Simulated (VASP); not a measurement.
Na4AlPS4:

```
CELL_PARAMETERS angstrom
0.00000 4.38863 4.38863
4.38863 0.00000 4.38863
4.38863 4.38863 0.00000
ATOMIC_POSITIONS crystal
Na 0.37500 0.37500 0.87500
Na 0.87500 0.37500 0.37500
Na 0.37500 0.37500 0.37500
Na 0.37500 0.87500 0.37500
Al 0.00000 0.00000 0.00000
P 0.75000 0.75000 0.75000
S 0.87210 0.87210 0.38370
S 0.38370 0.87210 0.87210
S 0.87210 0.87210 0.87210
S 0.87210 0.38370 0.87210
```

```yaml
Program: VASP 6.6.1
Task: relaxation of cell and atoms
Functional: PBE
Potentials_or_basis: VASP PAW PBE potentials, release 64 (Na_pv, Al, P, S)
Cutoff: 600 eV
k_mesh: 4 × 4 × 4
Occupations: gaussian, width 0.1 eV
Spin: no spin polarisation
```

At the start: pressure 37.1 GPa; volume 16.91 Å³/atom.

Q: Where does the relaxation end?

A: Over 5 steps the energy falls by 864.4 meV/atom and the volume is 28.19 Å³/atom (+66.8 %); space group F-43m (No. 216, to 0.05 Å).

The path:
```csv
step,energy change (eV),largest force (eV/Å),pressure (GPa),volume (Å³)
1,0.0000,0.0314,37.13,169.05
2,-8.6132,0.4250,-0.16,284.16
3,-8.6135,0.4343,0.13,281.49
4,-8.6393,0.1746,0.08,281.74
5,-8.6441,0.0242,0.07,281.90
```

Final structure:
```xyz
10
Lattice="0.0000 5.2042 5.2042 5.2042 0.0000 5.2042 5.2042 5.2042 0.0000" Properties=species:S:1:pos:R:3 pbc="T T T"
Na    6.5074    6.5074    3.9010
Na    3.9010    6.5074    6.5074
Na    3.9010    3.9010    3.9010
Na    6.5074    3.9010    6.5074
Al    0.0000    0.0000    0.0000
P     7.8063    7.8063    7.8063
S     6.5150    6.5150    9.0976
S     9.0976    6.5150    6.5150
S     9.0976    9.0976    9.0976
S     6.5150    9.0976    6.5150
```

Caveat: the volume moved by over 15 % at a fixed basis, so the end points are rough.
